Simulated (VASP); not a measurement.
Input of a VASP 6.6.1 run:

INCAR

```
SYSTEM = GaB2
PREC     = Accurate       ! precision mode
ENCUT    = 520            ! plane-wave cutoff, eV
EDIFF    = 1E-6           ! SCF threshold, eV
ISMEAR   = 0              ! smearing method
SIGMA    = 0.1            ! smearing width, eV
LREAL    = .False.        ! projectors in reciprocal space
LASPH    = .True.         ! aspherical terms in the spheres
NELM     = 100            ! most SCF steps
ALGO     = Normal         ! electronic algorithm
ISIF     = 2              ! what is computed and relaxed
LWAVE    = .False.        ! write WAVECAR
LCHARG   = .True.         ! write CHGCAR
GGA      = PE             ! functional
LELF     = .True.         ! ELF
LVHAR    = .True.       
NBANDS   = 28             ! bands
```

The input KPOINTS:

```
regular mesh
0
Gamma
  6 6 2
  0 0 0
```

POSCAR

```
GaB2
1.0
    3.0700603726      0.0000000000      0.0000000000
   -1.5350301863      2.6587502738      0.0000000000
    0.0000000000      0.0000000000      7.7937367023
Ga B
2 4
Direct
    0.3333333333      0.6666666667      0.2500000000
    0.6666666667      0.3333333333      0.7500000000
    0.3333333333      0.6666666667      0.5141806855
    0.6666666667      0.3333333333      0.0141806855
    0.3333333333      0.6666666667      0.9858193145
    0.6666666667      0.3333333333      0.4858193145
```

Potentials or basis: VASP PAW PBE potentials, release 64 (Ga_d, B).

The run is started by

```console
$ cat potpaw_PBE.64/Ga_d/POTCAR potpaw_PBE.64/B/POTCAR > POTCAR
$ mpirun -np 1 vasp_std > vasp.out
```

(1) What does it give for the pressure?

(2) What does it give for the largest force?

(3) Estimate the band gap on the k mesh.

Results:

(1) 0.1 GPa.

(2) 0.020 eV/Å.

(3) zero (band 19 reaches 8.14 eV, above the bottom of band 20 at 4.02 eV).

Caveat: the k points lie up to 0.40 Å⁻¹ apart.
